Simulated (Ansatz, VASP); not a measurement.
# TiAl3 in VASP and in Ansatz

```xyz
8
Lattice="2.9132 0.0000 0.0000 -1.4566 2.5229 0.0000 0.0000 0.0000 18.2288" Properties=species:S:1:pos:R:3 pbc="T T T"
Ti    0.0000    0.0000    0.0000
Ti    0.0000    0.0000    9.1144
Al    0.0000    1.6819    2.2619
Al    1.4566    0.8410   11.3763
Al    0.0000    1.6819    6.8525
Al    1.4566    0.8410   15.9669
Al    0.0000    1.6819   13.6716
Al    1.4566    0.8410    4.5572
```

Change from the starting cell: species swapped into the Co3H type (P6_3/mmc, No. 194).

Alike in both runs: functional PBE; k mesh 12 × 12 × 2; occupations gaussian, width 0.1 eV; no spin polarisation.

Ansatz relaxed the structure, and its values are those at the end. VASP's run is a single point on that final structure, the one shown.

|  | VASP | Ansatz |
| --- | --- | --- |
| version | VASP 6.6.1 | Ansatz 0.2.0 |
| potentials or method | VASP PAW PBE potentials, release 64 (Ti_sv, Al), cutoff 520 eV | scalar-relativistic, plane waves, PAW |
| valence electrons in the cell | 42 | 42 |

VASP gave:

| Property | Result |
| --- | --- |
| gap on the k mesh at the Fermi level (eV) | none |
| pressure (GPa) | -0.1 |

Q: Estimate Ansatz's values.

A: gap on the k mesh at the Fermi level (eV): none; pressure (GPa): 0.0.

A gap of «none» marks a metal or a gap that the smearing closes. With one functional, cell and mesh, what is left measures potentials, basis and numerics.
